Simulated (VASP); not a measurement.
# LiBe (P4/mmm) in VASP: a series of runs

LiBe is run at these levels: PBEsol; tasks: single point.

Everything below comes from runs of VASP 6.6.1. Logs are shortened: lines on timing, memory, paths and dates and some standing lists are left out, and cuts for length are marked.

## 1. The cell of the first run

The structure is tetragonal, space group P4/mmm (No. 123). Conventional cell: a = 2.839 Å, b = 2.839 Å, c = 2.811 Å, α = 90.00°, β = 90.00°, γ = 90.00°. Within 3.2 Å of Li (site symmetry 4/mmm) lie 8 Be at 2.45 Å and 6 Li at 2.81 to 2.84 Å. Within 3.2 Å of Be (site symmetry 4/mmm) lie 8 Li at 2.45 Å and 6 Be at 2.81 to 2.84 Å.

## 2. Single point, PBEsol

The input, INCAR:

```
PREC = Accurate
ENCUT = 520
EDIFF = 1E-7
ISMEAR = 0
SIGMA = 0.1
LREAL = F
LASPH = T
NELM = 60
ALGO = Normal
ISIF = 2
LWAVE = F
LCHARG = F
GGA = PS
NBANDS = 10
```

The input, KPOINTS:

```
regular mesh
0
Gamma
  12 12 12
```

The input, POSCAR:

```
LiBe
1.0
    2.8392645300      0.0000000000      0.0000000000
    0.0000000000      2.8392645300      0.0000000000
    0.0000000000      0.0000000000      2.8111530000
Li Be
1 1
Direct
    0.0000000000      0.0000000000      0.0000000000
    0.5000000000      0.5000000000      0.5000000000
```

Potentials or basis: VASP PAW PBE potentials, release 64 (Li_sv, Be).

Run with:

```sh
$ cat potpaw_PBE.64/Li_sv/POTCAR potpaw_PBE.64/Be/POTCAR > POTCAR
$ mpirun -np 1 vasp_std > vasp.out
```

OUTCAR:

```text
PREC = Accurate
   ENCUT = 520
   EDIFF = 1E-7
   ISMEAR = 0
   LREAL = F
   LASPH = T
   NELM = 60
   ISIF = 2
   GGA = PS

 ion  position               nearest neighbor table
   1  0.000  0.000  0.000-   2 2.45   2 2.45   2 2.45   2 2.45   2 2.45   2 2.45   2 2.45   2 2.45

   2  0.500  0.500  0.500-   1 2.45   1 2.45   1 2.45   1 2.45   1 2.45   1 2.45   1 2.45   1 2.45

  LATTYP: Found a simple tetragonal cell.
 ALAT       =     2.8392645300
 C/A-ratio  =     0.9900990099

  Lattice vectors:

 A1 = (   2.8392645300,   0.0000000000,   0.0000000000)
 A2 = (   0.0000000000,   2.8392645300,   0.0000000000)
 A3 = (   0.0000000000,   0.0000000000,   2.8111530000)

Analysis of symmetry for initial positions (statically):
=====================================================================
 Subroutine PRICEL returns:
 Original cell was already a primitive cell.

 Routine SETGRP: Setting up the symmetry group for a
 simple tetragonal supercell.

 Subroutine GETGRP returns: Found 16 space group operations
 (whereof 16 operations were pure point group operations)
 out of a pool of 16 trial point group operations.

The static configuration has the point symmetry D_4h.

Analysis of symmetry for dynamics (positions and initial velocities):
=====================================================================
 Subroutine PRICEL returns:
 Original cell was already a primitive cell.

 Routine SETGRP: Setting up the symmetry group for a
 simple tetragonal supercell.

 Subroutine GETGRP returns: Found 16 space group operations
 (whereof 16 operations were pure point group operations)
 out of a pool of 16 trial point group operations.

The dynamic configuration has the point symmetry D_4h.

 Subroutine INISYM returns: Found 16 space group operations
 (whereof 16 operations are pure point group operations),
 and found     1 'primitive' translations

----------------------------------------------------------------------------------------

                                     Primitive cell

  volume of cell :      22.6619

  direct lattice vectors                    reciprocal lattice vectors
     2.839264530  0.000000000  0.000000000     0.352203886  0.000000000  0.000000000
     0.000000000  2.839264530  0.000000000     0.000000000  0.352203886  0.000000000
     0.000000000  0.000000000  2.811153000     0.000000000  0.000000000  0.355725925

  length of vectors
     2.839264530  2.839264530  2.811153000     0.352203886  0.352203886  0.355725925

  position of ions in fractional coordinates (direct lattice)
[... 81 lines left out ...]
   EDIFFG = 0.1E-05   stopping-criterion for IOM
   NSW    =      0    number of steps for IOM
   IBRION =     -1    ionic relax: 0-MD 1-quasi-New 2-CG
   NFREE  =      0    steps in history (QN), initial steepest desc. (CG)
   ISIF   =      2    stress and relaxation
   ISYM   =      2    0-nonsym 1-usesym 2-fastsym
   POTIM  = 0.5000    time-step for ionic-motion
   TEBEG  =    0.0;   TEEND  =   0.0 temperature during run
   PSTRESS=    0.0 pullay stress
   NELECT =       5.0000    total number of electrons
   NUPDOWN=      -1.0000    fix difference up-down
   EMIN   =  10.00;   EMAX   =-10.00  energy-range for DOS
   EFERMI =   0.00;   METHOD = LEGACY
   ISMEAR =     0;   SIGMA  =   0.10  broadening in eV -4-tet -1-fermi 0-gaus
   EFERMI_NEDOS =   21; number of points for ismear=-14 and -15
   IALGO  =     38    algorithm
   IMIX   =      4    mixing-type and parameters
     AMIX     =   0.40;   BMIX     =  1.00
     AMIX_MAG =   1.60;   BMIX_MAG =  1.00
  volume/ion in A,a.u.               =      11.33        76.47
  Fermi-wavevector in a.u.,A,eV,Ry     =   0.989235  1.869383 13.314467  0.978586
  Thomas-Fermi vector in A             =   2.120819
   LORBIT       =      0    0 simple, 1 ext, 2 COOP (PROOUT), +10 PAW based schemes
   GGA     = PS    functional components
   LHFCALC =     F    Hartree Fock is set to
   AEXX    =    0.0000 exact exchange contribution
   IVDW    =     0    specifies the selected vdW correction
   LEPSILON=     F    determine dielectric tensor
   LRPA    =     F    only Hartree local field effects (RPA)
 non-spin polarized calculation
 Gauss-broadening in eV      SIGMA  =   0.10
  energy-cutoff  :      520.00
  volume of cell :       22.66
 maximum number of plane-waves:       626
 NGX is ok and might be reduce to    24
   NGX = 11   NGY = 11   NGZ = 11

 number of electron       4.9999999 magnetization

 Free energy of the ion-electron system (eV)
  ---------------------------------------------------
  ext. energy  EPLUGINS =         0.00000000
  ---------------------------------------------------
  free energy    TOTEN  =        -5.21041611 eV

  energy without entropy =       -5.20601189  energy(sigma->0) =       -5.20821400

 E-fermi :   2.8471     XC(G=0):  -9.0924

 val. band max:        2.8183388366   @ k =   0.5000   0.3333   0.3333
 cond. band min:       2.8500210807   @ k =   0.5000   0.2500   0.5000
 fundamental gap:      0.0316822441
 Fermi energy:         2.8471319081

 k-point     1 :       0.0000    0.0000    0.0000
  band No.  band energies     occupation
      1     -41.2621      2.00000
      2      -3.6521      2.00000
      3       8.7818      0.00000
      4       8.7818      0.00000
      5       9.0788      0.00000
      6      13.2892      0.00000
      7      13.4824      0.00000
      8      21.1553      0.00000
      9      22.1394      0.00000
     10      22.1483      0.00000
[... 287 lines left out ...]
 k-point    24 :       0.4167    0.3333    0.0000
  band No.  band energies     occupation
      1     -41.2313      2.00000
      2      -0.0855      2.00000
      3       1.9634      2.00000
      4       5.8505      0.00000
      5      10.2509      0.00000
      6      12.6951      0.00000
      7      17.7572      0.00000
      8      18.7095      0.00000
      9      19.1205      0.00000
     10      23.0343      0.00000

 [... further k-points ...]
[... 5 lines left out ...]
  --------------------------------------------------------------------------------------
  -------------------------------------------------------------------------------------
  Total       -0.1484584     -0.1484584     -0.2260953      0.0000000      0.0000000      0.0000000
  in kB      -10.4958858    -10.4958858    -15.9847502      0.0000000      0.0000000      0.0000000
  external PRESSURE =     -12.3255072 kB  Pullay stress =       0.0000000 kB

 VOLUME and BASIS-vectors are now :
 -----------------------------------------------------------------------------
  energy-cutoff  :      520.00
  volume of cell :       22.66
      direct lattice vectors                 reciprocal lattice vectors
     2.839264530  0.000000000  0.000000000     0.352203886  0.000000000  0.000000000
     0.000000000  2.839264530  0.000000000     0.000000000  0.352203886  0.000000000
     0.000000000  0.000000000  2.811153000     0.000000000  0.000000000  0.355725925

 POSITION                                       TOTAL-FORCE (eV/Angst)
 -----------------------------------------------------------------------------------
      0.00000      0.00000      0.00000         0.000000      0.000000      0.000000
      1.41963      1.41963      1.40558         0.000000      0.000000      0.000000
 -----------------------------------------------------------------------------------
    total drift:                                0.000000      0.000000      0.000000

  FREE ENERGIE OF THE ION-ELECTRON SYSTEM (eV)
  ---------------------------------------------------
  free  energy   TOTEN  =        -5.2104161078 eV

  energy  without entropy=       -5.2060118949  energy(sigma->0) =       -5.20821400
```

stdout:

```text
POSCAR found type information on POSCAR LiBe
 POSCAR found :  2 types and       2 ions
 scaLAPACK will be used
 -----------------------------------------------------------------------------
|                                                                             |
|                                                                             |
|     You enforced a specific xc type in the INCAR file but a different       |
|     I HOPE YOU KNOW WHAT YOU ARE DOING!                                     |
|                                                                             |
 -----------------------------------------------------------------------------

 LDA part: xc-table for (Slater+PW92), standard interpolation
 POSCAR, INCAR and KPOINTS ok, starting setup
 FFT: planning ... GRIDC
 FFT: planning ... GRID_SOFT
 FFT: planning ... GRID
 WAVECAR not read
 entering main loop
```

It took 34 s on 1 thread of Intel Xeon 8259CL, shared host; peak memory 0.16 GiB.

Results:

```
Free energy            : -5.2104 eV
Band gap on the k mesh : zero (an odd number of electrons rules out a gap without spin polarisation)
```

Caveat: the cutoff is under 1.25 times the usual one of these potentials, so pressure, stress and relaxed cells hold a basis-set (Pulay) error; the PAW data sets were made with another functional, which shifts forces and pressure a little.

## 3. Single point, PBEsol

This run uses another cell than the first one, of 11.56 Å³/atom.

The input, INCAR:

```
SYSTEM = LiBe
PREC = Accurate
ENCUT = 520
EDIFF = 1E-6
ISMEAR = 0
SIGMA = 0.1
LREAL = .False.
LASPH = .True.
NELM = 80
ALGO = Normal
ISIF = 2
LWAVE = .False.
LCHARG = .False.
GGA = PS
NBANDS = 10
```

The input, KPOINTS:

```
Automatic mesh
0
Gamma
  12 12 12
  0 0 0
```

The input, POSCAR:

```
LiBe
1.0
    2.8673760600      0.0000000000      0.0000000000
    0.0000000000      2.8673760600      0.0000000000
    0.0000000000      0.0000000000      2.8111530000
Li Be
1 1
Direct
    0.0000000000      0.0000000000      0.0000000000
    0.5000000000      0.5000000000      0.5000000000
```

Potentials or basis: VASP PAW PBE potentials, release 64 (Li_sv, Be).

Run with:

```sh
$ cat potpaw_PBE.64/Li_sv/POTCAR potpaw_PBE.64/Be/POTCAR > POTCAR
$ mpirun -np 1 vasp_std > vasp.out
```

Run time: 30 s. Hardware: 1 thread of Intel Xeon 8259CL, shared host; peak memory 0.16 GiB.

It converged, with:

- Free energy: -5.2069 eV
- Band gap on the k mesh: zero (an odd number of electrons rules out a gap without spin polarisation)

Levels at points of the mesh, in eV from the Fermi level:
```csv
k point,band 1,band 2,band 3,band 4,band 5,band 6,band 7
"(0.00, 0.00, 0.00)",-44.14,-6.45,5.76,5.76,6.34,10.24,10.61
"(0.50, 0.00, 0.00)",-44.12,-3.88,-2.31,8.43,8.94,12.24,12.88
"(0.50, 0.50, 0.00)",-44.11,-1.18,-1.18,1.00,5.74,10.56,15.75
"(0.00, 0.00, 0.50)",-44.12,-3.69,-2.25,8.58,8.58,12.40,12.40
"(0.50, 0.00, 0.50)",-44.11,-1.09,-1.02,1.24,5.83,10.24,15.26
"(0.50, 0.50, 0.50)",-44.09,2.20,2.35,2.35,4.78,4.84,4.84
```

Caveat: the cutoff is under 1.25 times the usual one of these potentials, so pressure, stress and relaxed cells hold a basis-set (Pulay) error; the PAW data sets were made with another functional, which shifts forces and pressure a little.
